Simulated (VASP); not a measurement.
# LiCoAs (P4/nmm) in VASP: single point with LDA

Aim: the single point of LiCoAs with LDA.

Program: VASP 6.6.1. These are calculated values, not measurements. Logs are shortened: lines on timing, memory, paths and dates and some standing lists are left out, and cuts for length are marked.

**1. The cell of the first run**

The structure is tetragonal, space group P4/nmm (No. 129). Conventional cell: a = 3.658 Å, b = 3.658 Å, c = 6.039 Å, α = 90.00°, β = 90.00°, γ = 90.00°. Li (site symmetry 4mm) has 6 As at 2.66 to 3.36 Å and 4 Co at 2.70 Å and 4 Li at 3.31 Å within 3.5 Å. Co (site symmetry -4m2) has 4 As at 2.29 Å and 4 Co at 2.59 Å and 4 Li at 2.70 Å within 3.0 Å. As (site symmetry 4mm) has 4 Co at 2.29 Å and 5 Li at 2.66 to 2.68 Å within 3.0 Å.

**2. Single point, LDA (13.47 Å³/atom)**

INCAR reads:

```
SYSTEM = LiCoAs
PREC = Accurate
ENCUT = 520
EDIFF = 1E-7
ISMEAR = -1
SIGMA = 0.05
LREAL = .False.
LASPH = .True.
NELM = 60
ALGO = Normal
ISIF = 2
LWAVE = .False.
LCHARG = .False.
GGA = CA
NBANDS = 26
```

KPOINTS reads:

```
regular mesh
0
Gamma
  8 8 5
  0 0 0
```

POSCAR reads:

```
LiCoAs
1.0
    3.6578597745      0.0000000000      0.0000000000
    0.0000000000      3.6578597745      0.0000000000
    0.0000000000      0.0000000000      6.0388986993
Li Co As
2 2 2
Direct
    0.0000000000      0.5000000000      0.6708414200
    0.5000000000      0.0000000000      0.3291585800
    0.5000000000      0.5000000000      0.0000000000
    0.0000000000      0.0000000000      0.0000000000
    0.5000000000      0.0000000000      0.7721379400
    0.0000000000      0.5000000000      0.2278620600
```

Potentials or basis: VASP PAW LDA potentials, release 64 (Li_sv, Co, As).

Launch:

```console
cat potpaw_LDA.64/Li_sv/POTCAR potpaw_LDA.64/Co/POTCAR potpaw_LDA.64/As/POTCAR > POTCAR
mpirun -np 1 vasp_std > vasp.out
```

OUTCAR:

```text
SYSTEM = LiCoAs
   PREC = Accurate
   ENCUT = 520
   EDIFF = 1E-7
   ISMEAR = -1
   LREAL = .False.
   LASPH = .True.
   NELM = 60
   ISIF = 2
   GGA = CA

 ion  position               nearest neighbor table
   1  0.000  0.500  0.671-   5 2.66   5 2.66   5 2.66   5 2.66   6 2.68   3 2.70   3 2.70   4 2.70
                             4 2.70
   2  0.500  0.000  0.329-   6 2.66   6 2.66   6 2.66   6 2.66   5 2.68   3 2.70   4 2.70   4 2.70
                             3 2.70
   3  0.500  0.500  0.000-   5 2.29   6 2.29   5 2.29   6 2.29   4 2.59   4 2.59   4 2.59   4 2.59
                             1 2.70   2 2.70   2 2.70   1 2.70
   4  0.000  0.000  0.000-   5 2.29   6 2.29   6 2.29   5 2.29   3 2.59   3 2.59   3 2.59   3 2.59
                             2 2.70   1 2.70   2 2.70   1 2.70
   5  0.500  0.000  0.772-   3 2.29   4 2.29   3 2.29   4 2.29   1 2.66   1 2.66   1 2.66   1 2.66
                             2 2.68
   6  0.000  0.500  0.228-   3 2.29   4 2.29   4 2.29   3 2.29   2 2.66   2 2.66   2 2.66   2 2.66
                             1 2.68

  LATTYP: Found a simple tetragonal cell.
 ALAT       =     3.6578597745
 C/A-ratio  =     1.6509377263

  Lattice vectors:

 A1 = (   3.6578597745,   0.0000000000,   0.0000000000)
 A2 = (   0.0000000000,   3.6578597745,   0.0000000000)
 A3 = (   0.0000000000,   0.0000000000,   6.0388986993)

Analysis of symmetry for initial positions (statically):
=====================================================================
 Subroutine PRICEL returns:
 Original cell was already a primitive cell.

 Routine SETGRP: Setting up the symmetry group for a
 simple tetragonal supercell.

 Subroutine GETGRP returns: Found 16 space group operations
 (whereof  8 operations were pure point group operations)
 out of a pool of 16 trial point group operations.

The static configuration has the point symmetry D_2d.
 The point group associated with its full space group is D_4h.

Analysis of symmetry for dynamics (positions and initial velocities):
=====================================================================
 Subroutine PRICEL returns:
 Original cell was already a primitive cell.

 Routine SETGRP: Setting up the symmetry group for a
 simple tetragonal supercell.

 Subroutine GETGRP returns: Found 16 space group operations
 (whereof  8 operations were pure point group operations)
 out of a pool of 16 trial point group operations.

The dynamic configuration has the point symmetry D_2d.
 The point group associated with its full space group is D_4h.

 Subroutine INISYM returns: Found 16 space group operations
 (whereof  8 operations are pure point group operations),
 and found     1 'primitive' translations

----------------------------------------------------------------------------------------

                                     Primitive cell

  volume of cell :      80.8001

  direct lattice vectors                    reciprocal lattice vectors
     3.657859774  0.000000000  0.000000000     0.273383908  0.000000000  0.000000000
     0.000000000  3.657859774  0.000000000     0.000000000  0.273383908  0.000000000
     0.000000000  0.000000000  6.038898699     0.000000000  0.000000000  0.165593107

  length of vectors
     3.657859774  3.657859774  6.038898699     0.273383908  0.273383908  0.165593107

  position of ions in fractional coordinates (direct lattice)
     0.000000000  0.500000000  0.670841420
     0.500000000  0.000000000  0.329158580
     0.500000000  0.500000000  0.000000000
     0.000000000  0.000000000  0.000000000
     0.500000000  0.000000000  0.772137940
     0.000000000  0.500000000  0.227862060

  ion indices of the primitive-cell ions
   primitive index   ion index
                 1           1
                 2           2
                 3           3
                 4           4
                 5           5
                 6           6

----------------------------------------------------------------------------------------

 KPOINTS: regular mesh

Automatic generation of k-mesh.
 Grid dimensions read from file:
 generate k-points for:    8    8    5

 Generating k-lattice:

  Cartesian coordinates                     Fractional coordinates (reciprocal lattice)
     0.034172988  0.000000000  0.000000000     0.125000000  0.000000000  0.000000000
     0.000000000  0.034172988  0.000000000     0.000000000  0.125000000  0.000000000
     0.000000000  0.000000000  0.033118621     0.000000000  0.000000000  0.200000000

  Length of vectors
     0.034172988  0.034172988  0.033118621

  Shift w.r.t. Gamma in fractional coordinates (k-lattice)
     0.000000000  0.000000000  0.000000000

 Subroutine IBZKPT returns following result:
 ===========================================

 Found     45 irreducible k-points:

 Following reciprocal coordinates:
            Coordinates               Weight
  0.000000  0.000000  0.000000      1.000000
  0.125000  0.000000  0.000000      4.000000
  0.250000  0.000000  0.000000      4.000000
  0.375000  0.000000  0.000000      4.000000
  0.500000  0.000000  0.000000      2.000000
  0.125000  0.125000  0.000000      4.000000
[... 16 lines left out ...]
  0.375000  0.125000  0.200000     16.000000
  0.500000  0.125000  0.200000      8.000000
 [... further k-points ...]
   k-points           NKPTS =     45   k-points in BZ     NKDIM =     45   number of bands    NBANDS=     26
   number of dos      NEDOS =    301   number of ions     NIONS =      6
   total plane-waves  NPLWV =  37632
   dimension x,y,z NGX =    28 NGY =   28 NGZ =   48
   dimension x,y,z NGXF=    56 NGYF=   56 NGZF=   96
   ions per type =               2   2   2
   NGX,Y,Z   is equivalent  to a cutoff of  12.73, 12.73, 13.21 a.u.
   NGXF,Y,Z  is equivalent  to a cutoff of  25.45, 25.45, 26.43 a.u.
 SYSTEM =  LiCoAs
   PREC   = accura    normal or accurate (medium, high low for compatibility)
   ISTART =      0    job   : 0-new  1-cont  2-samecut
   ICHARG =      2    charge: 1-file 2-atom 10-const
   ISPIN  =      1    spin polarized calculation?
   LNONCOLLINEAR =      F non collinear calculations
   LSORBIT =      F    spin-orbit coupling
   LASPH  =      T    aspherical Exc in radial PAW
   ENCUT  =  520.0 eV  38.22 Ry    6.18 a.u.   6.80  6.80 11.23*2*pi/ulx,y,z
   NELM   =     60;   NELMIN=  2; NELMDL= -5     # of ELM steps
   EDIFF  = 0.1E-06   stopping-criterion for ELM
   LREAL  =      F    real-space projection
   EDIFFG = 0.1E-05   stopping-criterion for IOM
   NSW    =      0    number of steps for IOM
   IBRION =     -1    ionic relax: 0-MD 1-quasi-New 2-CG
   NFREE  =      0    steps in history (QN), initial steepest desc. (CG)
   ISIF   =      2    stress and relaxation
   ISYM   =      2    0-nonsym 1-usesym 2-fastsym
   POTIM  = 0.5000    time-step for ionic-motion
   TEBEG  =    0.0;   TEEND  =   0.0 temperature during run
   PSTRESS=    0.0 pullay stress
   NELECT =      34.0000    total number of electrons
   NUPDOWN=      -1.0000    fix difference up-down
   EMIN   =  10.00;   EMAX   =-10.00  energy-range for DOS
   EFERMI =   0.00;   METHOD = LEGACY
   ISMEAR =    -1;   SIGMA  =   0.05  broadening in eV -4-tet -1-fermi 0-gaus
   EFERMI_NEDOS =   21; number of points for ismear=-14 and -15
   IALGO  =     38    algorithm
   IMIX   =      4    mixing-type and parameters
     AMIX     =   0.40;   BMIX     =  1.00
     AMIX_MAG =   1.60;   BMIX_MAG =  1.00
  volume/ion in A,a.u.               =      13.47        90.88
  Fermi-wavevector in a.u.,A,eV,Ry     =   1.226772  2.318263 20.476354  1.504970
  Thomas-Fermi vector in A             =   2.361760
   LORBIT       =      0    0 simple, 1 ext, 2 COOP (PROOUT), +10 PAW based schemes
   GGA     = CA    functional components
   LHFCALC =     F    Hartree Fock is set to
   AEXX    =    0.0000 exact exchange contribution
   IVDW    =     0    specifies the selected vdW correction
   LEPSILON=     F    determine dielectric tensor
   LRPA    =     F    only Hartree local field effects (RPA)
 non-spin polarized calculation
  energy-cutoff  :      520.00
  volume of cell :       80.80
 maximum number of plane-waves:      2228
 NGX is ok and might be reduce to    28
   NGX = 13   NGY = 13   NGZ = 23

 number of electron      33.9999980 magnetization

 Free energy of the ion-electron system (eV)
  ---------------------------------------------------
  ext. energy  EPLUGINS =         0.00000000
  ---------------------------------------------------
  free energy    TOTEN  =       -34.65693767 eV

  energy without entropy =      -34.62115440  energy(sigma->0) =      -34.63904603

 E-fermi :   6.6222     XC(G=0): -10.9224

 val. band max:        6.5848862525   @ k =   0.3750   0.1250   0.0000
 cond. band min:       6.6493701428   @ k =   0.5000   0.5000   0.0000
 fundamental gap:      0.0644838903
 Fermi energy:         6.6222010364

 k-point     1 :       0.0000    0.0000    0.0000
  band No.  band energies     occupation
      1     -38.6106      2.00000
      2     -38.6041      2.00000
      3      -6.6317      2.00000
      4      -4.9283      2.00000
      5       0.4205      2.00000
      6       1.9448      2.00000
[... 18 lines left out ...]
     25      12.5300      0.00000
     26      12.5300      0.00000

 k-point     2 :       0.1250    0.0000    0.0000
  band No.  band energies     occupation
      1     -38.6102      2.00000
      2     -38.6042      2.00000
      3      -6.5127      2.00000
      4      -4.9014      2.00000
      5       0.5578      2.00000
      6       1.9924      2.00000
[... 18 lines left out ...]
     25      12.7885      0.00000
     26      13.1640      0.00000

 k-point     3 :       0.2500    0.0000    0.0000
  band No.  band energies     occupation
      1     -38.6091      2.00000
      2     -38.6045      2.00000
      3      -6.1783      2.00000
      4      -4.8646      2.00000
      5       0.9333      2.00000
      6       1.8738      2.00000
[... 572 lines left out ...]
 k-point    23 :       0.3750    0.1250    0.2000
  band No.  band energies     occupation
      1     -38.6074      2.00000
      2     -38.6051      2.00000
      3      -5.5639      2.00000
      4      -4.9068      2.00000
      5       1.0255      2.00000
      6       1.2191      2.00000
[... 18 lines left out ...]
     25      13.2536      0.00000
     26      13.7311      0.00000

 k-point    24 :       0.5000    0.1250    0.2000
  band No.  band energies     occupation
      1     -38.6061      2.00000
      2     -38.6061      2.00000
      3      -5.1369      2.00000
      4      -5.1369      2.00000
      5       0.9029      2.00000
      6       0.9029      2.00000
[... 18 lines left out ...]
     25      13.2273      0.00000
     26      13.2273      0.00000

 [... further k-points ...]

------------------------ aborting loop because EDIFF is reached ----------------------------------------

  FORCE on cell =-STRESS in cart. coord.  units (eV):
  Direction    XX          YY          ZZ          XY          YZ          ZX
  --------------------------------------------------------------------------------------
  -------------------------------------------------------------------------------------
  Total        0.1586768      0.1586768     -0.3026098      0.0000000      0.0000000     -0.0000000
  in kB        3.1463873      3.1463873     -6.0004202      0.0000000      0.0000000     -0.0000000
  external PRESSURE =       0.0974515 kB  Pullay stress =       0.0000000 kB

 VOLUME and BASIS-vectors are now :
 -----------------------------------------------------------------------------
  energy-cutoff  :      520.00
  volume of cell :       80.80
      direct lattice vectors                 reciprocal lattice vectors
     3.657859774  0.000000000  0.000000000     0.273383908  0.000000000  0.000000000
     0.000000000  3.657859774  0.000000000     0.000000000  0.273383908  0.000000000
     0.000000000  0.000000000  6.038898699     0.000000000  0.000000000  0.165593107

 POSITION                                       TOTAL-FORCE (eV/Angst)
 -----------------------------------------------------------------------------------
      0.00000      1.82893      4.05114        -0.000000      0.000000     -0.025648
      1.82893      0.00000      1.98776        -0.000000      0.000000      0.025648
      1.82893      1.82893      0.00000         0.000000      0.000000      0.000000
      0.00000      0.00000      0.00000        -0.000000      0.000000      0.000000
      1.82893      0.00000      4.66286        -0.000000     -0.000000     -0.196255
      0.00000      1.82893      1.37604        -0.000000      0.000000      0.196255
 -----------------------------------------------------------------------------------
    total drift:                                0.000000      0.000000     -0.000000

  FREE ENERGIE OF THE ION-ELECTRON SYSTEM (eV)
  ---------------------------------------------------
  free  energy   TOTEN  =       -34.6569376671 eV

  energy  without entropy=      -34.6211544002  energy(sigma->0) =      -34.63904603
```

It took 1.8 min on 1 thread of Intel Xeon 8259CL, shared host; peak memory 0.22 GiB.

What came out:

```yaml
Free_energy: -34.6569 eV
Largest_force: 0.196 eV/Å
Band_gap_on_the_k_mesh: zero (bands 17 and 18 overlap by 1.95 eV)
```

Forces in eV/Å, atoms in the order of the input:
```
Li   0.000  0.000 -0.026
Li   0.000  0.000  0.026
Co   0.000  0.000  0.000
Co   0.000  0.000  0.000
As   0.000  0.000 -0.196
As   0.000  0.000  0.196
```

Caveat: the cutoff is under 1.25 times the usual one of these potentials, so pressure, stress and relaxed cells hold a basis-set (Pulay) error; the run has no spin polarisation, though such a crystal can be magnetic. Spin polarisation is off, so any magnetic state and its effect on volume and gap are missing.
